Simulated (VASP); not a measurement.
CuAu, 2 atoms in the cell. The structure is tetragonal, space group P4/mmm (No. 123). The conventional cell has a = 2.743 Å, b = 2.743 Å, c = 3.596 Å, α = 90.00°, β = 90.00°, γ = 90.00°. Within 3.6 Å of Cu (site symmetry 4/mmm) lie 8 Au at 2.64 Å and 6 Cu at 2.74 to 3.60 Å. Within 3.6 Å of Au (site symmetry 4/mmm) lie 8 Cu at 2.64 Å and 6 Au at 2.74 to 3.60 Å. 

* Program: VASP 6.6.1
* Task: electric field gradients
* Functional: PBE
* Potentials or basis: VASP PAW PBE potentials, release 64 (Cu, Au)
* Cutoff: 520 eV
* k mesh: 12 × 12 × 9
* Occupations: fermi-dirac, width 0.08 eV
* Spin: no spin polarisation
* Dipole correction: no
* Further INCAR settings: ALGO = Normal; EDIFF = 1e-08; NBANDS = 18

Potentials or basis: VASP PAW PBE potentials, release 64 (Cu, Au).

Run with:

```console
$ cat potpaw_PBE.64/Cu/POTCAR potpaw_PBE.64/Au/POTCAR > POTCAR
$ mpirun -np 1 vasp_std > vasp.out
```

Hardware: 1 thread of Intel Xeon 8259CL, on a shared host.

Estimate the wall time of this run.

Run time: 81 s on 1 thread of Intel Xeon 8259CL, with other jobs on the host, peak memory 0.19 GiB. Counts: scf iterations 16, k points 140.
